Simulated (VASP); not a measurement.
Set up this calculation in VASP 6.6.1, as the native input.

- Task: single point
- Functional: PBE
- Potentials or basis: VASP PAW PBE potentials, release 64 (W_sv, C)
- Cutoff: 520 eV
- k mesh: 3 × 3 × 3
- Occupations: fermi-dirac, width 0.17 eV
- Spin: no spin polarisation
- Dipole correction: no
- Further INCAR settings: LREAL = Auto; ALGO = Normal; EDIFF = 1e-06; NBANDS = 86

The structure of WC lies in POSCAR:

```
WC
1.0
   -2.9026090000     -5.0274670000      0.0000000000
    4.3320900000     -2.5011330000      0.0000000000
    0.0000000000      0.0000000000      5.6733410000
W C
8 8
Direct
    0.7418149901      0.4491362983     -0.0236368658
    0.7354242122      0.4452698206      0.5244176227
    0.4997596495     -0.0406716259      0.0022209136
    0.5062097682     -0.0355650439      0.4860804242
    0.2428122213      0.4484645838     -0.0104700211
    0.2357457583      0.4475155779      0.5193765014
   -0.0129988426     -0.0479977465      0.0158812946
    0.0055351855     -0.0649417534      0.5062272830
    0.4873854716      0.6295089567      0.2529373785
    0.4774225661      0.6205482890      0.7194878644
    0.2456523215      0.1325763406      0.2342182499
    0.2208955916      0.1001764811      0.7411153322
   -0.0152554774      0.5886118049      0.2721324172
   -0.0073353640      0.6321448322      0.7665853331
    0.7202058394      0.1532461125      0.2549115239
    0.7419814263      0.0978008226      0.7261858577
```

These files were run (other wordings do the same):

INCAR

```
SYSTEM = WC
PREC     = Accurate       ! precision mode
ENCUT    = 520            ! plane-wave cutoff, eV
EDIFF    = 1E-6           ! SCF threshold, eV
ISMEAR   = -1             ! smearing method
SIGMA    = 0.17           ! smearing width, eV
LREAL    = Auto         
LASPH    = .True.         ! aspherical terms in the spheres
NELM     = 60             ! most SCF steps
ALGO     = Normal         ! electronic algorithm
ISIF     = 2              ! what is computed and relaxed
LWAVE    = .False.        ! write WAVECAR
LCHARG   = .True.         ! write CHGCAR
GGA      = PE             ! functional
LELF     = .True.         ! ELF
LVHAR    = .True.       
NBANDS   = 86             ! bands
```

KPOINTS

```
regular mesh
0
Gamma
  3 3 3
  0 0 0
```

Potentials or basis: VASP PAW PBE potentials, release 64 (W_sv, C).

Command:

```sh
$ cat potpaw_PBE.64/W_sv/POTCAR potpaw_PBE.64/C/POTCAR > POTCAR
$ mpirun -np 1 vasp_std > vasp.out
```

It gave:

```json
{
  "Pressure": "17.6 GPa",
  "Largest force": "6.129 eV/Å",
  "Band gap on the k mesh": "zero (band 72 reaches 11.45 eV, above the bottom of band 73 at 11.33 eV)"
}
```

Caveat: the k points lie up to 0.42 Å⁻¹ apart; spin-orbit coupling is left out, which moves the levels of the heavy elements; forces of over 1 eV/Å act on the atoms, so gaps and moduli don't describe the material at rest.

It took 11 min on 1 thread of Intel Xeon 8259CL, on a shared host, peak memory 0.35 GiB.
